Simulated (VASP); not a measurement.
# PbS (Fm-3m) in VASP: notebook, part 2 of 2

VASP 6.6.1. The steps go on from the part before.

## Step 4: Single point, LDA

This run uses another cell than the first one, of 25.80 Å³/atom.

INCAR reads:

```
SYSTEM = PbS
PREC = Accurate
ENCUT = 500
EDIFF = 1E-6
ISMEAR = 0
SIGMA = 0.01
LREAL = .FALSE.
LASPH = .TRUE.
NELM = 120
ALGO = Normal
ISIF = 2
LWAVE = .FALSE.
LCHARG = .TRUE.
LELF = .TRUE.
LVHAR = .TRUE.
NBANDS = 17
GGA_COMPAT = .FALSE.
```

KPOINTS reads:

```
Automatic mesh
0
G
  6 6 6
  0 0 0
```

POSCAR reads:

```
PbS
1.0
    0.0000000000      2.9547634202      2.9547634202
    2.9547634202      0.0000000000      2.9547634202
    2.9547634202      2.9547634202      0.0000000000
Pb S
1 1
Direct
    0.0000000000      0.0000000000      0.0000000000
    0.5000000000      0.5000000000      0.5000000000
```

Potentials or basis: VASP PAW LDA potentials, release 64 (Pb_d, S).

Run with:

```
$ cat potpaw_LDA.64/Pb_d/POTCAR potpaw_LDA.64/S/POTCAR > POTCAR
$ mpirun -np 1 vasp_std > vasp.out
```

OUTCAR:

```text
SYSTEM = PbS
   PREC = Accurate
   ENCUT = 500
   EDIFF = 1E-6
   ISMEAR = 0
   LREAL = .FALSE.
   LASPH = .TRUE.
   NELM = 120
   ISIF = 2

 ion  position               nearest neighbor table
   1  0.000  0.000  0.000-   2 2.95   2 2.95   2 2.95   2 2.95   2 2.95   2 2.95
   2  0.500  0.500  0.500-   1 2.95   1 2.95   1 2.95   1 2.95   1 2.95   1 2.95

  LATTYP: Found a face centered cubic cell.
 ALAT       =     5.9095268404

  Lattice vectors:

 A1 = (   0.0000000000,   2.9547634202,   2.9547634202)
 A2 = (   2.9547634202,   0.0000000000,   2.9547634202)
 A3 = (   2.9547634202,   2.9547634202,   0.0000000000)

Analysis of symmetry for initial positions (statically):
=====================================================================
 Subroutine PRICEL returns:
 Original cell was already a primitive cell.

 Routine SETGRP: Setting up the symmetry group for a
 face centered cubic supercell.

 Subroutine GETGRP returns: Found 48 space group operations
 (whereof 48 operations were pure point group operations)
 out of a pool of 48 trial point group operations.

The static configuration has the point symmetry O_h .

Analysis of symmetry for dynamics (positions and initial velocities):
=====================================================================
 Subroutine PRICEL returns:
 Original cell was already a primitive cell.

 Routine SETGRP: Setting up the symmetry group for a
 face centered cubic supercell.

 Subroutine GETGRP returns: Found 48 space group operations
 (whereof 48 operations were pure point group operations)
 out of a pool of 48 trial point group operations.

The dynamic configuration has the point symmetry O_h .

 Subroutine INISYM returns: Found 48 space group operations
 (whereof 48 operations are pure point group operations),
 and found     1 'primitive' translations

----------------------------------------------------------------------------------------

                                     Primitive cell

  volume of cell :      51.5939

  direct lattice vectors                    reciprocal lattice vectors
     0.000000000  2.954763420  2.954763420    -0.169218285  0.169218285  0.169218285
     2.954763420  0.000000000  2.954763420     0.169218285 -0.169218285  0.169218285
     2.954763420  2.954763420  0.000000000     0.169218285  0.169218285 -0.169218285

  length of vectors
     4.178666502  4.178666502  4.178666502     0.293094668  0.293094668  0.293094668

  position of ions in fractional coordinates (direct lattice)
     0.000000000  0.000000000  0.000000000
     0.500000000  0.500000000  0.500000000

  ion indices of the primitive-cell ions
   primitive index   ion index
                 1           1
                 2           2

----------------------------------------------------------------------------------------

 KPOINTS: Automatic mesh

Automatic generation of k-mesh.
 Grid dimensions read from file:
 generate k-points for:    6    6    6

 Generating k-lattice:

  Cartesian coordinates                     Fractional coordinates (reciprocal lattice)
    -0.028203048  0.028203048  0.028203048     0.166666667  0.000000000  0.000000000
     0.028203048 -0.028203048  0.028203048     0.000000000  0.166666667  0.000000000
     0.028203048  0.028203048 -0.028203048     0.000000000  0.000000000  0.166666667

  Length of vectors
     0.048849111  0.048849111  0.048849111

  Shift w.r.t. Gamma in fractional coordinates (k-lattice)
     0.000000000  0.000000000  0.000000000

 Subroutine IBZKPT returns following result:
 ===========================================

 Found     16 irreducible k-points:

 Following reciprocal coordinates:
            Coordinates               Weight
  0.000000  0.000000  0.000000      1.000000
  0.166667  0.000000  0.000000      8.000000
  0.333333  0.000000  0.000000      8.000000
  0.500000  0.000000  0.000000      4.000000
  0.166667  0.166667  0.000000      6.000000
  0.333333  0.166667  0.000000     24.000000
[... 8 lines left out ...]
 -0.333333  0.333333  0.166667     24.000000
 -0.333333  0.500000  0.166667     12.000000
   k-points           NKPTS =     16   k-points in BZ     NKDIM =     16   number of bands    NBANDS=     17
   number of dos      NEDOS =    301   number of ions     NIONS =      2
   total plane-waves  NPLWV =  27000
   dimension x,y,z NGX =    30 NGY =   30 NGZ =   30
   dimension x,y,z NGXF=    60 NGYF=   60 NGZF=   60
   ions per type =               1   1
   NGX,Y,Z   is equivalent  to a cutoff of  11.94, 11.94, 11.94 a.u.
   NGXF,Y,Z  is equivalent  to a cutoff of  23.87, 23.87, 23.87 a.u.
 SYSTEM =  PbS
   PREC   = accura    normal or accurate (medium, high low for compatibility)
   ISTART =      0    job   : 0-new  1-cont  2-samecut
   ICHARG =      2    charge: 1-file 2-atom 10-const
   ISPIN  =      1    spin polarized calculation?
   LNONCOLLINEAR =      F non collinear calculations
   LSORBIT =      F    spin-orbit coupling
   LASPH  =      T    aspherical Exc in radial PAW
   ENCUT  =  500.0 eV  36.75 Ry    6.06 a.u.   7.62  7.62  7.62*2*pi/ulx,y,z
   NELM   =    120;   NELMIN=  2; NELMDL= -5     # of ELM steps
   EDIFF  = 0.1E-05   stopping-criterion for ELM
   LREAL  =      F    real-space projection
   EDIFFG = 0.1E-04   stopping-criterion for IOM
   NSW    =      0    number of steps for IOM
   IBRION =     -1    ionic relax: 0-MD 1-quasi-New 2-CG
   NFREE  =      0    steps in history (QN), initial steepest desc. (CG)
   ISIF   =      2    stress and relaxation
   ISYM   =      2    0-nonsym 1-usesym 2-fastsym
   POTIM  = 0.5000    time-step for ionic-motion
   TEBEG  =    0.0;   TEEND  =   0.0 temperature during run
   PSTRESS=    0.0 pullay stress
   NELECT =      20.0000    total number of electrons
   NUPDOWN=      -1.0000    fix difference up-down
   EMIN   =  10.00;   EMAX   =-10.00  energy-range for DOS
   EFERMI =   0.00;   METHOD = LEGACY
   ISMEAR =     0;   SIGMA  =   0.01  broadening in eV -4-tet -1-fermi 0-gaus
   EFERMI_NEDOS =   21; number of points for ismear=-14 and -15
   IALGO  =     38    algorithm
   IMIX   =      4    mixing-type and parameters
     AMIX     =   0.40;   BMIX     =  1.00
     AMIX_MAG =   1.60;   BMIX_MAG =  1.00
  volume/ion in A,a.u.               =      25.80       174.09
  Fermi-wavevector in a.u.,A,eV,Ry     =   1.193673  2.255715 19.386339  1.424856
  Thomas-Fermi vector in A             =   2.329682
   LORBIT       =      0    0 simple, 1 ext, 2 COOP (PROOUT), +10 PAW based schemes
   GGA     = CA    functional components
   LHFCALC =     F    Hartree Fock is set to
   AEXX    =    0.0000 exact exchange contribution
   IVDW    =     0    specifies the selected vdW correction
   LEPSILON=     F    determine dielectric tensor
   LRPA    =     F    only Hartree local field effects (RPA)
 non-spin polarized calculation
 Gauss-broadening in eV      SIGMA  =   0.01
  energy-cutoff  :      500.00
  volume of cell :       51.59
 maximum number of plane-waves:      1363
   NGX = 15   NGY = 15   NGZ = 15

 number of electron      20.0000006 magnetization

 Free energy of the ion-electron system (eV)
  ---------------------------------------------------
  ext. energy  EPLUGINS =         0.00000000
  ---------------------------------------------------
  free energy    TOTEN  =        -9.99210810 eV

  energy without entropy =       -9.99210810  energy(sigma->0) =       -9.99210810

 E-fermi :   5.8446     XC(G=0): -10.0805

 val. band max:        5.7567646740   @ k =   0.5000   0.0000   0.0000
 cond. band min:       5.9241647098   @ k =   0.5000   0.0000   0.0000
 fundamental gap:      0.1674000359
 Fermi energy:         5.8445522368

 k-point     1 :       0.0000    0.0000    0.0000
  band No.  band energies     occupation
      1     -11.0493      2.00000
      2     -11.0493      2.00000
      3     -11.0493      2.00000
      4     -11.0407      2.00000
      5     -11.0407      2.00000
      6      -7.9301      2.00000
[... 9 lines left out ...]
     16      12.3611      0.00000
     17      14.1472      0.00000
[... 281 lines left out ...]
 k-point    16 :      -0.3333    0.5000    0.1667
  band No.  band energies     occupation
      1     -11.1722      2.00000
      2     -11.0548      2.00000
      3     -11.0308      2.00000
      4     -11.0080      2.00000
      5     -10.9834      2.00000
      6      -6.1229      2.00000
[... 9 lines left out ...]
     16      17.5784      0.00000
     17      18.0064      0.00000

------------------------ aborting loop because EDIFF is reached ----------------------------------------

  FORCE on cell =-STRESS in cart. coord.  units (eV):
  Direction    XX          YY          ZZ          XY          YZ          ZX
  --------------------------------------------------------------------------------------
  -------------------------------------------------------------------------------------
  Total       -0.6308827     -0.6308827     -0.6308827      0.0000000     -0.0000000     -0.0000000
  in kB      -19.5912024    -19.5912024    -19.5912024      0.0000000     -0.0000000     -0.0000000
  external PRESSURE =     -19.5912024 kB  Pullay stress =       0.0000000 kB

 VOLUME and BASIS-vectors are now :
 -----------------------------------------------------------------------------
  energy-cutoff  :      500.00
  volume of cell :       51.59
      direct lattice vectors                 reciprocal lattice vectors
     0.000000000  2.954763420  2.954763420    -0.169218285  0.169218285  0.169218285
     2.954763420  0.000000000  2.954763420     0.169218285 -0.169218285  0.169218285
     2.954763420  2.954763420  0.000000000     0.169218285  0.169218285 -0.169218285

 POSITION                                       TOTAL-FORCE (eV/Angst)
 -----------------------------------------------------------------------------------
      0.00000      0.00000      0.00000         0.000000      0.000000     -0.000000
      2.95476      2.95476      2.95476        -0.000000     -0.000000      0.000000
 -----------------------------------------------------------------------------------
    total drift:                               -0.000000      0.000000      0.000000

  FREE ENERGIE OF THE ION-ELECTRON SYSTEM (eV)
  ---------------------------------------------------
  free  energy   TOTEN  =        -9.9921080981 eV

  energy  without entropy=       -9.9921080981  energy(sigma->0) =       -9.99210810
```

OSZICAR:

```text
N       E                     dE             d eps       ncg     rms          rms(c)
DAV:   1     0.156647716332E+03    0.15665E+03   -0.95502E+03   544   0.119E+03
DAV:   2     0.140459397428E+01   -0.15524E+03   -0.14958E+03   568   0.331E+02
DAV:   3    -0.101492941786E+02   -0.11554E+02   -0.11482E+02   723   0.910E+01
DAV:   4    -0.104258749338E+02   -0.27658E+00   -0.27632E+00   663   0.154E+01
DAV:   5    -0.104368136905E+02   -0.10939E-01   -0.10938E-01   821   0.296E+00    0.453E+00
DAV:   6    -0.100032444946E+02    0.43357E+00   -0.12926E+00   859   0.776E+00    0.321E+00
DAV:   7    -0.999600325095E+01    0.72412E-02   -0.10186E-01   654   0.161E+00    0.176E+00
DAV:   8    -0.999240617703E+01    0.35971E-02   -0.10647E-02   661   0.102E+00    0.180E-01
DAV:   9    -0.999209052653E+01    0.31565E-03   -0.20693E-03   845   0.354E-01    0.748E-02
DAV:  10    -0.999211257686E+01   -0.22050E-04   -0.12854E-04   576   0.701E-02    0.467E-02
DAV:  11    -0.999210817467E+01    0.44022E-05   -0.19531E-05   754   0.474E-02    0.108E-02
DAV:  12    -0.999210809805E+01    0.76620E-07   -0.66354E-07   389   0.113E-02
   1 F= -.99921081E+01 E0= -.99921081E+01  d E =-.311038E-31
```

It took 16 s on 1 thread of Intel Xeon 8259CL, shared host; peak memory 0.15 GiB.

Results:

```yaml
Free_energy: -9.9921 eV
Pressure: -2.0 GPa
Band_gap_on_the_k_mesh: 0.17 eV
```

Caveat: spin-orbit coupling is left out, which moves the levels of the heavy elements. A k mesh can miss the band edges.

## Step 5: The runs side by side

| cell | gap on the mesh (eV) | pressure (GPa) |
| --- | --- | --- |
| a = 4.133 Å, angles 60.0°, 2 atoms | 0.04 | 0.1 |
| a = 4.083 Å, angles 60.0°, 2 atoms | 0.10 | 2.1 |
| a = 4.179 Å, angles 60.0°, 2 atoms | 0.17 | -2.0 |

Alike in all rows: task single point; level LDA; potentials or basis VASP PAW LDA potentials, release 64 (Pb_d, S); no spin polarisation; k mesh 6 × 6 × 6; cutoff (eV) 500; smearing gaussian 0.01 eV.

Caveats: spin-orbit coupling is left out, which moves the levels of the heavy elements.

Absolute energies hang on the potentials; compare differences alone.
